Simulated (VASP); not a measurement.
# Si (I4/mmm) in VASP: further runs, part 2 of 2

VASP 6.6.1. Earlier steps stand in the parts before.

### 4 Relaxation of cell and atoms, PBE, target pressure 8 GPa, at which the enthalpy is minimised

INCAR

```
PREC = Accurate
ENCUT = 600
EDIFF = 1E-6
ISMEAR = -1
SIGMA = 0.15
LREAL = False
LASPH = True
NELM = 100
ALGO = Normal
ISIF = 3
LWAVE = False
LCHARG = False
GGA = PE
IBRION = 2
NSW = 80
EDIFFG = -0.01
PSTRESS = 80.0
```

KPOINTS

```
regular mesh
0
Gamma
  14 14 14
```

POSCAR

```
Si
1.0
    2.6527300000      0.0000000000      0.0000000000
   -1.3384075428      2.2903365915      0.0000000000
   -0.6571609896     -1.1451678792      2.3008056013
Si
1
Direct
    0.0000000000      0.0000000000      0.0000000000
```

Potentials or basis: VASP PAW PBE potentials, release 64 (Si).

Run with:

```bash
$ cat potpaw_PBE.64/Si/POTCAR > POTCAR
$ mpirun -np 1 vasp_std > vasp.out
```

OUTCAR:

```text
PREC = Accurate
   ENCUT = 600
   EDIFF = 1E-6
   ISMEAR = -1
   LREAL = False
   LASPH = True
   NELM = 100
   ISIF = 3
   GGA = PE
   IBRION = 2
   NSW = 80
   EDIFFG = -0.01
   PSTRESS = 80.0

 ion  position               nearest neighbor table
   1  0.000  0.000  0.000-

  LATTYP: Found a body centered tetragonal cell.
 ALAT       =     3.2538302909
 C/A-ratio  =     0.8115543104

  Lattice vectors:

 A1 = (   2.6527300000,   0.0000000000,   0.0000000000)
 A2 = (  -1.3384075428,   2.2903365915,   0.0000000000)
 A3 = (  -0.6571609896,  -1.1451678792,   2.3008056013)

Analysis of symmetry for initial positions (statically):
=====================================================================
 Subroutine PRICEL returns:
 Original cell was already a primitive cell.

 Routine SETGRP: Setting up the symmetry group for a
 body centered tetragonal supercell.

 Subroutine GETGRP returns: Found 16 space group operations
 (whereof 16 operations were pure point group operations)
 out of a pool of 16 trial point group operations.

The static configuration has the point symmetry D_4h.

Analysis of symmetry for dynamics (positions and initial velocities):
=====================================================================
 Subroutine PRICEL returns:
 Original cell was already a primitive cell.

 Routine SETGRP: Setting up the symmetry group for a
 body centered tetragonal supercell.

 Subroutine GETGRP returns: Found 16 space group operations
 (whereof 16 operations were pure point group operations)
 out of a pool of 16 trial point group operations.

The dynamic configuration has the point symmetry D_4h.

 Subroutine INISYM returns: Found 16 space group operations
 (whereof 16 operations are pure point group operations),
 and found     1 'primitive' translations

----------------------------------------------------------------------------------------
[... 119 lines left out ...]
   IVDW    =     0    specifies the selected vdW correction
   LEPSILON=     F    determine dielectric tensor
   LRPA    =     F    only Hartree local field effects (RPA)
 conjugate gradient relaxation of ions
 non-spin polarized calculation
  energy-cutoff  :      600.00
  volume of cell :       13.98
 maximum number of plane-waves:       482
 NGX is ok and might be reduce to    24
   NGX = 11   NGY = 11   NGZ = 11

--------------------------------------- Ionic step        1  -------------------------------------------

 number of electron       4.0000000 magnetization

 Free energy of the ion-electron system (eV)
  ---------------------------------------------------
  ext. energy  EPLUGINS =         0.00000000
  ---------------------------------------------------
  free energy    TOTEN  =        -4.94842099 eV

  energy without entropy =       -4.91760421  energy(sigma->0) =       -4.93301260

------------------------ aborting loop because EDIFF is reached ----------------------------------------

  FORCE on cell =-STRESS in cart. coord.  units (eV):
  Direction    XX          YY          ZZ          XY          YZ          ZX
  --------------------------------------------------------------------------------------
  -------------------------------------------------------------------------------------
  Total        0.3117878      0.2706841      0.3319699     -0.0351692      0.0000001      0.0000000
  in kB       35.7352964     31.0242276     38.0484513     -4.0308848      0.0000069      0.0000040
  external PRESSURE =     -45.0640083 kB  Pullay stress =      80.0000000 kB
[... 61 lines left out ...]
--------------------------------------- Ionic step        3  -------------------------------------------

 number of electron       4.0000000 magnetization

 Free energy of the ion-electron system (eV)
  ---------------------------------------------------
  ext. energy  EPLUGINS =         0.00000000
  ---------------------------------------------------
  free energy    TOTEN  =        -4.92948142 eV

  energy without entropy =       -4.90000780  energy(sigma->0) =       -4.91474461

 E-fermi :  11.1523     XC(G=0): -11.4842

 val. band max:       11.1475758147   @ k =   0.2143   0.2143   0.1429
 cond. band min:      11.1699630974   @ k =  -0.2857  -0.3571   0.2857
 fundamental gap:      0.0223872827
 Fermi energy:        11.1522992678

 k-point     1 :       0.0000    0.0000    0.0000
  band No.  band energies     occupation
      1      -4.0025      2.00000
      2      20.7438      0.00000
      3      21.6670      0.00000
      4      21.6670      0.00000
      5      24.2775      0.00000
      6      25.7524      0.00000
[... 199 lines left out ...]
 k-point    24 :       0.2857    0.1429    0.0000
  band No.  band energies     occupation
      1       1.3114      2.00000
      2       9.9619      1.99928
      3      13.6854      0.00000
      4      16.2225      0.00000
      5      21.3599      0.00000
      6      23.6664      0.00000

 [... further k-points ...]

------------------------ aborting loop because EDIFF is reached ----------------------------------------

  FORCE on cell =-STRESS in cart. coord.  units (eV):
  Direction    XX          YY          ZZ          XY          YZ          ZX
  --------------------------------------------------------------------------------------
  -------------------------------------------------------------------------------------
  Total        0.6729605      0.6711505      0.6738494     -0.0015487      0.0000001      0.0000001
  in kB       80.2196566     80.0038910     80.3256177     -0.1846134      0.0000148      0.0000085
  external PRESSURE =       0.1830551 kB  Pullay stress =      80.0000000 kB
[... 20 lines left out ...]
  energy  without entropy=       -4.9000077988  energy(sigma->0) =       -4.91474461

  enthalpy is  TOTEN    =        -4.2583635935 eV   P V=        0.6711178278

 reached required accuracy - stopping structural energy minimisation
```

OSZICAR:

```text
N       E                     dE             d eps       ncg     rms          rms(c)
DAV:   1    -0.125342331128E+01   -0.12534E+01   -0.19237E+03  3162   0.575E+02
DAV:   2    -0.493392942427E+01   -0.36805E+01   -0.34148E+01  4134   0.448E+01
DAV:   3    -0.496691925548E+01   -0.32990E-01   -0.32908E-01  3636   0.453E+00
[... 15 lines left out ...]
       N       E                     dE             d eps       ncg     rms          rms(c)
DAV:   1    -0.493001887323E+01   -0.14430E-01   -0.33242E-02  3564   0.101E+00    0.192E-01
DAV:   2    -0.492968379550E+01    0.33508E-03   -0.19522E-04  3288   0.140E-01    0.106E-01
DAV:   3    -0.492948182529E+01    0.20197E-03   -0.19320E-04  3348   0.831E-02    0.313E-02
DAV:   4    -0.492948142128E+01    0.40401E-06   -0.51406E-07  3744   0.844E-03
   3 F= -.42583636E+01 E0= -.42436268E+01  d E =-.793660E-02
```

Wall time 22 s (1 thread of Intel Xeon Platinum 8259CL at 2.50GHz (Skylake/Cascade Lake), shared host); peak memory 0.15 GiB.

What came out:

| Quantity | Value |
| --- | --- |
| Free energy | -4.9295 eV |
| Relaxed volume | 13.44 Å³/atom |
| Relaxed cell | a = 2.619 Å, b = 2.619 Å, c = 2.619 Å, α = 104.28°, β = 104.28°, γ = 120.44° |
| Space group after relaxing (to 0.05 Å) | I4/mmm (No. 139) |
| Energy change on relaxing (the enthalpy is what falls) | +18.9 meV/atom |
| Ionic steps | 3 |
| Pressure after relaxing | 8.0 GPa |
| Band gap on the k mesh | zero (band 2 reaches 21.18 eV, above the bottom of band 3 at 7.71 eV) |

The path:
```
step  energy change (eV)  largest force (eV/Å)  pressure (GPa)  volume (Å³)
   1              0.0000                0.0000            3.49        13.98
   2              0.0328                0.0000           10.39        13.20
   3              0.0189                0.0000            8.02        13.44
```

Final structure:
```yaml
crystal:
  lattice:
    - [2.61885, -0.00309, 0.00000]
    - [-1.32398, 2.25953, 0.00000]
    - [-0.64744, -1.12822, 2.27296]
  atoms:
    - { symbol: Si, position: [0.00000, 0.00000, 0.00000] }
```

Caveat: the cell is relaxed towards a set pressure, so the enthalpy falls and the energy may rise.

### 5 The runs side by side

```csv
cell,gap on the mesh (eV),pressure (GPa)
relaxed to 4 GPa,none,4.0
relaxed to 6 GPa,none,6.0
relaxed to 8 GPa,none,8.0
```

Alike in all rows: task relaxation of cell and atoms; level PBE; potentials or basis VASP PAW PBE potentials, release 64 (Si); no spin polarisation; k mesh 14 × 14 × 14; cutoff (eV) 600; smearing fermi-dirac 0.15 eV.

Caveats: the cell is relaxed towards a set pressure, so the enthalpy falls and the energy may rise.

Absolute energies hang on the potentials; compare differences alone.
